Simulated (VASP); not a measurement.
# SnSe2 (P-3m1) in VASP: notebook

The runs below take SnSe2 through single point, with PBE+D3(BJ).

Everything below comes from runs of VASP 6.6.1. Logs are shortened: lines on timing, memory, paths and dates and some standing lists are left out, and cuts for length are marked.

### Step 1. The cell of the first run

Symmetry: P-3m1, No. 164, trigonal system. Conventional cell: a = 3.763 Å, b = 3.763 Å, c = 6.258 Å, α = 90.00°, β = 90.00°, γ = 120.00°. Within 3.6 Å of Sn (site symmetry -3m) lie 6 Se at 2.73 Å. Se (site symmetry 3m) has 3 Sn at 2.73 Å and 9 Se at 3.66 to 3.76 Å within 3.8 Å.

### Step 2. Single point, PBE+D3(BJ) (25.58 Å³/atom)

Input file INCAR:

```
PREC = Accurate
ENCUT = 500
EDIFF = 1E-6
ISMEAR = 0
SIGMA = 0.03
LREAL = F
LASPH = T
NELM = 120
ALGO = Normal
ISIF = 2
LWAVE = F
LCHARG = F
GGA = PE
IVDW = 12
NBANDS = 20
GGA_COMPAT = F
```

Input file KPOINTS:

```
Automatic mesh
0
Gamma
  12 12 6
```

Input file POSCAR:

```
SnSe2
1.0
    3.7632062417      0.0000000000      0.0000000000
   -1.8816031209      3.2590322050      0.0000000000
    0.0000000000      0.0000000000      6.2578356593
Sn Se
1 2
Direct
    0.0000000000      0.0000000000      0.0000000000
    0.3333333333      0.6666666667      0.2651331237
    0.6666666667      0.3333333333      0.7348668763
```

Potentials or basis: VASP PAW PBE potentials, release 64 (Sn_d, Se).

Command:

```sh
> cat potpaw_PBE.64/Sn_d/POTCAR potpaw_PBE.64/Se/POTCAR > POTCAR
> mpirun -np 1 vasp_std > vasp.out
```

OUTCAR:

```text
PREC = Accurate
   ENCUT = 500
   EDIFF = 1E-6
   ISMEAR = 0
   LREAL = F
   LASPH = T
   NELM = 120
   ISIF = 2
   GGA = PE
   IVDW = 12
 IVDW          = 12

 ion  position               nearest neighbor table
   1  0.000  0.000  0.000-   2 2.73   3 2.73   3 2.73   2 2.73   3 2.73   2 2.73
   2  0.333  0.667  0.265-   1 2.73   1 2.73   1 2.73
   3  0.667  0.333  0.735-   1 2.73   1 2.73   1 2.73

  LATTYP: Found a hexagonal cell.
 ALAT       =     3.7632062417
 C/A-ratio  =     1.6629000000

  Lattice vectors:

 A1 = (   3.7632062417,   0.0000000000,   0.0000000000)
 A2 = (  -1.8816031209,   3.2590322050,   0.0000000000)
 A3 = (   0.0000000000,   0.0000000000,   6.2578356593)

Analysis of symmetry for initial positions (statically):
=====================================================================
 Subroutine PRICEL returns:
 Original cell was already a primitive cell.

 Routine SETGRP: Setting up the symmetry group for a
 hexagonal supercell.

 Subroutine GETGRP returns: Found 12 space group operations
 (whereof 12 operations were pure point group operations)
 out of a pool of 24 trial point group operations.

The static configuration has the point symmetry D_3d.

Analysis of symmetry for dynamics (positions and initial velocities):
=====================================================================
 Subroutine PRICEL returns:
 Original cell was already a primitive cell.

 Routine SETGRP: Setting up the symmetry group for a
 hexagonal supercell.

 Subroutine GETGRP returns: Found 12 space group operations
 (whereof 12 operations were pure point group operations)
 out of a pool of 24 trial point group operations.

The dynamic configuration has the point symmetry D_3d.

 Subroutine INISYM returns: Found 12 space group operations
 (whereof 12 operations are pure point group operations),
 and found     1 'primitive' translations

----------------------------------------------------------------------------------------

                                     Primitive cell

  volume of cell :      76.7487

  direct lattice vectors                    reciprocal lattice vectors
     3.763206242  0.000000000  0.000000000     0.265730852  0.153419779  0.000000000
    -1.881603121  3.259032205  0.000000000     0.000000000  0.306839558  0.000000000
     0.000000000  0.000000000  6.257835659     0.000000000  0.000000000  0.159799658

  length of vectors
     3.763206242  3.763206242  6.257835659     0.306839558  0.306839558  0.159799658

  position of ions in fractional coordinates (direct lattice)
     0.000000000  0.000000000  0.000000000
     0.333333333  0.666666667  0.265133124
     0.666666667  0.333333333  0.734866876

  ion indices of the primitive-cell ions
   primitive index   ion index
                 1           1
                 2           2
                 3           3

----------------------------------------------------------------------------------------

 KPOINTS: Automatic mesh

Automatic generation of k-mesh.
 Grid dimensions read from file:
 generate k-points for:   12   12    6

 Generating k-lattice:

  Cartesian coordinates                     Fractional coordinates (reciprocal lattice)
     0.022144238  0.012784982  0.000000000     0.083333333  0.000000000  0.000000000
     0.000000000  0.025569963  0.000000000     0.000000000  0.083333333  0.000000000
     0.000000000  0.000000000  0.026633276     0.000000000  0.000000000  0.166666667

  Length of vectors
     0.025569963  0.025569963  0.026633276

  Shift w.r.t. Gamma in fractional coordinates (k-lattice)
     0.000000000  0.000000000  0.000000000

 Subroutine IBZKPT returns following result:
 ===========================================

 Found    100 irreducible k-points:

 Following reciprocal coordinates:
            Coordinates               Weight
  0.000000  0.000000  0.000000      1.000000
  0.083333  0.000000  0.000000      6.000000
  0.166667  0.000000  0.000000      6.000000
  0.250000  0.000000  0.000000      6.000000
  0.333333  0.000000  0.000000      6.000000
  0.416667  0.000000  0.000000      6.000000
[... 16 lines left out ...]
  0.166667  0.000000  0.166667      6.000000
  0.000000  0.166667  0.166667      6.000000
 [... further k-points ...]
   k-points           NKPTS =    100   k-points in BZ     NKDIM =    100   number of bands    NBANDS=     20
   number of dos      NEDOS =    301   number of ions     NIONS =      3
   total plane-waves  NPLWV =  37632
   dimension x,y,z NGX =    28 NGY =   28 NGZ =   48
   dimension x,y,z NGXF=    56 NGYF=   56 NGZF=   96
   ions per type =               1   2
   NGX,Y,Z   is equivalent  to a cutoff of  12.37, 12.37, 12.75 a.u.
   NGXF,Y,Z  is equivalent  to a cutoff of  24.74, 24.74, 25.50 a.u.
 SYSTEM =  unknown system
   PREC   = accura    normal or accurate (medium, high low for compatibility)
   ISTART =      0    job   : 0-new  1-cont  2-samecut
   ICHARG =      2    charge: 1-file 2-atom 10-const
   ISPIN  =      1    spin polarized calculation?
   LNONCOLLINEAR =      F non collinear calculations
   LSORBIT =      F    spin-orbit coupling
   LASPH  =      T    aspherical Exc in radial PAW
   ENCUT  =  500.0 eV  36.75 Ry    6.06 a.u.   6.86  6.86 11.41*2*pi/ulx,y,z
   NELM   =    120;   NELMIN=  2; NELMDL= -5     # of ELM steps
   EDIFF  = 0.1E-05   stopping-criterion for ELM
   LREAL  =      F    real-space projection
   EDIFFG = 0.1E-04   stopping-criterion for IOM
   NSW    =      0    number of steps for IOM
   IBRION =     -1    ionic relax: 0-MD 1-quasi-New 2-CG
   NFREE  =      0    steps in history (QN), initial steepest desc. (CG)
   ISIF   =      2    stress and relaxation
   ISYM   =      2    0-nonsym 1-usesym 2-fastsym
   POTIM  = 0.5000    time-step for ionic-motion
   TEBEG  =    0.0;   TEEND  =   0.0 temperature during run
   PSTRESS=    0.0 pullay stress
   NELECT =      26.0000    total number of electrons
   NUPDOWN=      -1.0000    fix difference up-down
   EMIN   =  10.00;   EMAX   =-10.00  energy-range for DOS
   EFERMI =   0.00;   METHOD = LEGACY
   ISMEAR =     0;   SIGMA  =   0.03  broadening in eV -4-tet -1-fermi 0-gaus
   EFERMI_NEDOS =   21; number of points for ismear=-14 and -15
   IALGO  =     38    algorithm
   IMIX   =      4    mixing-type and parameters
     AMIX     =   0.40;   BMIX     =  1.00
     AMIX_MAG =   1.60;   BMIX_MAG =  1.00
  volume/ion in A,a.u.               =      25.58       172.64
  Fermi-wavevector in a.u.,A,eV,Ry     =   1.141237  2.156624 17.720512  1.302421
  Thomas-Fermi vector in A             =   2.277937
   LORBIT       =      0    0 simple, 1 ext, 2 COOP (PROOUT), +10 PAW based schemes
   GGA     = PE    functional components
   LHFCALC =     F    Hartree Fock is set to
   AEXX    =    0.0000 exact exchange contribution
   IVDW    =    12    specifies the selected vdW correction
   LEPSILON=     F    determine dielectric tensor
   LRPA    =     F    only Hartree local field effects (RPA)
 non-spin polarized calculation
 Gauss-broadening in eV      SIGMA  =   0.03
  energy-cutoff  :      500.00
  volume of cell :       76.75
 maximum number of plane-waves:      1966
   NGX = 13   NGY = 13   NGZ = 23

 number of electron      25.9999990 magnetization

 Free energy of the ion-electron system (eV)
  ---------------------------------------------------
  ext. energy  EPLUGINS =         0.00000000
  ---------------------------------------------------
  free energy    TOTEN  =       -11.76888679 eV

  energy without entropy =      -11.76888679  energy(sigma->0) =      -11.76888679

 E-fermi :   4.5393     XC(G=0):  -9.5623

 val. band max:        4.3914345674   @ k =   0.1667   0.0000   0.1667
 cond. band min:       4.7181340997   @ k =   0.0000   0.4167   0.3333
 fundamental gap:      0.3266995323
 Fermi energy:         4.5393333992

 k-point     1 :       0.0000    0.0000    0.0000
  band No.  band energies     occupation
      1     -16.9857      2.00000
      2     -16.9857      2.00000
      3     -16.9386      2.00000
      4     -16.9280      2.00000
      5     -16.9280      2.00000
      6      -9.5328      2.00000
[... 12 lines left out ...]
     19      13.4653      0.00000
     20      13.4653      0.00000

 k-point     2 :       0.0833    0.0000    0.0000
  band No.  band energies     occupation
      1     -16.9879      2.00000
      2     -16.9824      2.00000
      3     -16.9365      2.00000
      4     -16.9306      2.00000
      5     -16.9283      2.00000
      6      -9.4632      2.00000
[... 12 lines left out ...]
     19      12.6290      0.00000
     20      13.5396      0.00000

 k-point     3 :       0.1667    0.0000    0.0000
  band No.  band energies     occupation
      1     -16.9949      2.00000
      2     -16.9735      2.00000
      3     -16.9377      2.00000
      4     -16.9299      2.00000
      5     -16.9285      2.00000
      6      -9.2591      2.00000
[... 12 lines left out ...]
     19      12.4833      0.00000
     20      13.6478      0.00000

 k-point     4 :       0.2500    0.0000    0.0000
  band No.  band energies     occupation
      1     -17.0059      2.00000
      2     -16.9629      2.00000
      3     -16.9456      2.00000
      4     -16.9273      2.00000
      5     -16.9209      2.00000
      6      -8.9374      2.00000
[... 12 lines left out ...]
     19      12.7966      0.00000
     20      13.9013      0.00000

 k-point     5 :       0.3333    0.0000    0.0000
  band No.  band energies     occupation
      1     -17.0182      2.00000
      2     -16.9554      2.00000
      3     -16.9527      2.00000
      4     -16.9230      2.00000
      5     -16.9115      2.00000
      6      -8.5363      2.00000
[... 12 lines left out ...]
     19      13.5346      0.00000
     20      14.1960      0.00000

 k-point     6 :       0.4167    0.0000    0.0000
  band No.  band energies     occupation
      1     -17.0278      2.00000
      2     -16.9574      2.00000
      3     -16.9524      2.00000
      4     -16.9172      2.00000
      5     -16.9045      2.00000
      6      -8.1356      2.00000
[... 12 lines left out ...]
     19      13.9861      0.00000
     20      14.8108      0.00000

 k-point     7 :       0.5000    0.0000    0.0000
  band No.  band energies     occupation
      1     -17.0313      2.00000
      2     -16.9590      2.00000
      3     -16.9518      2.00000
      4     -16.9147      2.00000
      5     -16.9020      2.00000
      6      -7.9260      2.00000
[... 12 lines left out ...]
     19      14.2581      0.00000
     20      14.8309      0.00000
[... 277 lines left out ...]
 k-point    20 :       0.0000    0.0000    0.1667
  band No.  band energies     occupation
      1     -16.9857      2.00000
      2     -16.9857      2.00000
      3     -16.9386      2.00000
      4     -16.9280      2.00000
      5     -16.9280      2.00000
      6      -9.4838      2.00000
[... 12 lines left out ...]
     19      13.2608      0.00000
     20      13.2612      0.00000

 k-point    21 :       0.0833    0.0000    0.1667
  band No.  band energies     occupation
      1     -16.9879      2.00000
      2     -16.9823      2.00000
      3     -16.9365      2.00000
      4     -16.9306      2.00000
      5     -16.9282      2.00000
      6      -9.4145      2.00000
[... 12 lines left out ...]
     19      12.5172      0.00000
     20      13.5637      0.00000

 k-point    22 :       0.0000    0.0833    0.1667
  band No.  band energies     occupation
      1     -16.9879      2.00000
      2     -16.9824      2.00000
      3     -16.9365      2.00000
      4     -16.9306      2.00000
      5     -16.9282      2.00000
      6      -9.4145      2.00000
[... 12 lines left out ...]
     19      12.5224      0.00000
     20      13.2267      0.00000

 k-point    23 :       0.1667    0.0000    0.1667
  band No.  band energies     occupation
      1     -16.9949      2.00000
      2     -16.9735      2.00000
      3     -16.9377      2.00000
      4     -16.9299      2.00000
      5     -16.9285      2.00000
      6      -9.2115      2.00000
[... 12 lines left out ...]
     19      12.8426      0.00000
     20      13.0731      0.00000

 k-point    24 :       0.0000    0.1667    0.1667
  band No.  band energies     occupation
      1     -16.9949      2.00000
      2     -16.9735      2.00000
      3     -16.9377      2.00000
      4     -16.9299      2.00000
      5     -16.9285      2.00000
      6      -9.2112      2.00000
[... 12 lines left out ...]
     19      12.2188      0.00000
     20      13.4398      0.00000

 [... further k-points ...]

------------------------ aborting loop because EDIFF is reached ----------------------------------------

 Edisp (eV)   -1.09073

 E8    (eV) :    -0.4772

  FORCE on cell =-STRESS in cart. coord.  units (eV):
  Direction    XX          YY          ZZ          XY          YZ          ZX
  --------------------------------------------------------------------------------------
  -------------------------------------------------------------------------------------
  Total       0.68815     0.68815    -1.33453    -0.00000     0.00000     0.00000
  in kB      14.36562    14.36562   -27.85914    -0.00000     0.00000     0.00000
  external pressure =        0.29 kB  Pullay stress =        0.00 kB

 VOLUME and BASIS-vectors are now :
 -----------------------------------------------------------------------------
  energy-cutoff  :      500.00
  volume of cell :       76.75
      direct lattice vectors                 reciprocal lattice vectors
     3.763206242  0.000000000  0.000000000     0.265730852  0.153419779  0.000000000
    -1.881603121  3.259032205  0.000000000     0.000000000  0.306839558  0.000000000
     0.000000000  0.000000000  6.257835659     0.000000000  0.000000000  0.159799658

 POSITION                                       TOTAL-FORCE (eV/Angst)
 -----------------------------------------------------------------------------------
      0.00000      0.00000      0.00000        -0.000000      0.000000     -0.000000
     -0.00000      2.17269      1.65916        -0.000000      0.000000     -0.346713
      1.88160      1.08634      4.59868         0.000000     -0.000000      0.346713
 -----------------------------------------------------------------------------------
    total drift:                               -0.000000      0.000000      0.000000

  FREE ENERGIE OF THE ION-ELECTRON SYSTEM (eV)
  ---------------------------------------------------
  free  energy   TOTEN  =       -12.8596123865 eV

  energy  without entropy=      -12.8596123865  energy(sigma->0) =      -12.85961239
```

Wall time 3.2 min (1 thread of Intel Xeon 8259CL, shared host); peak memory 0.29 GiB.

What came out:

```
Free energy                : -12.8596 eV
Pressure                   : 0.0 GPa
Largest force              : 0.347 eV/Å
Band gap on the k mesh     : 0.33 eV (least direct gap 0.99 eV)
Dispersion energy per atom : -0.364 eV
```

Forces in eV/Å, atoms in the order of the input:
```
Sn   0.000  0.000  0.000
Se   0.000  0.000 -0.347
Se   0.000  0.000  0.347
```

Caveat: spin-orbit coupling is left out, which moves the levels of the heavy elements. A k mesh can miss the band edges.

### Step 3. Single point, PBE+D3(BJ)

This run uses another cell than the first one, of the same volume but with other edges.

Input file INCAR:

```
PREC     = Accurate       # precision mode
ENCUT    = 500            # plane-wave cutoff, eV
EDIFF    = 1E-6           # SCF threshold, eV
ISMEAR   = 0              # smearing method
SIGMA    = 0.03           # smearing width, eV
LREAL    = F              # projectors in reciprocal space
LASPH    = T              # aspherical terms in the spheres
NELM     = 120            # most SCF steps
ALGO     = Normal         # electronic algorithm
ISIF     = 2              # what is computed and relaxed
LWAVE    = F              # write WAVECAR
LCHARG   = F              # write CHGCAR
GGA      = PE             # functional
IVDW     = 12             # dispersion correction
NBANDS   = 20             # bands
GGA_COMPAT= F
```

Input file KPOINTS:

```
regular mesh
0
Gamma
  12 12 6
```

Input file POSCAR:

```
SnSe2
1.0
    3.8400433021      0.0000000000      0.0000000000
   -1.9200216511      3.3255750513      0.0000000000
    0.0000000000      0.0000000000      6.0099097605
Sn Se
1 2
Direct
    0.0000000000      0.0000000000      0.0000000000
    0.3333333333      0.6666666667      0.2651331237
    0.6666666667      0.3333333333      0.7348668763
```

Potentials or basis: VASP PAW PBE potentials, release 64 (Sn_d, Se).

Command:

```sh
> cat potpaw_PBE.64/Sn_d/POTCAR potpaw_PBE.64/Se/POTCAR > POTCAR
> mpirun -np 1 vasp_std > vasp.out
```

Run time: 3.1 min. Hardware: 1 thread of Intel Xeon 8259CL, shared host; peak memory 0.29 GiB.

It converged, with:

* Free energy: -12.8984 eV
* Pressure: 0.1 GPa
* Largest force: 0.015 eV/Å
* Band gap on the k mesh: 0.34 eV (least direct gap 0.81 eV)
* Dispersion energy per atom: -0.364 eV

Forces on the atoms (eV/Å):
```
Sn   0.000  0.000  0.000
Se   0.000  0.000  0.015
Se   0.000  0.000 -0.015
```

Levels at points of the mesh, in eV from the valence-band top:
| k point | band 11 | band 12 | band 13 | band 14 | band 15 | band 16 |
| --- | --- | --- | --- | --- | --- | --- |
| (0.00, 0.00, 0.00) | -0.58 | -0.58 | -0.14 | 0.68 | 2.89 | 4.46 |
| (0.50, 0.00, 0.00) | -2.69 | -1.70 | -0.40 | 1.08 | 3.48 | 4.87 |
| (0.00, 0.00, 0.50) | -0.91 | -0.32 | -0.32 | 2.36 | 2.75 | 4.07 |
| (0.50, 0.00, 0.50) | -2.08 | -1.12 | -1.01 | 0.59 | 3.88 | 4.50 |

Caveat: spin-orbit coupling is left out, which moves the levels of the heavy elements. A k mesh can miss the band edges.
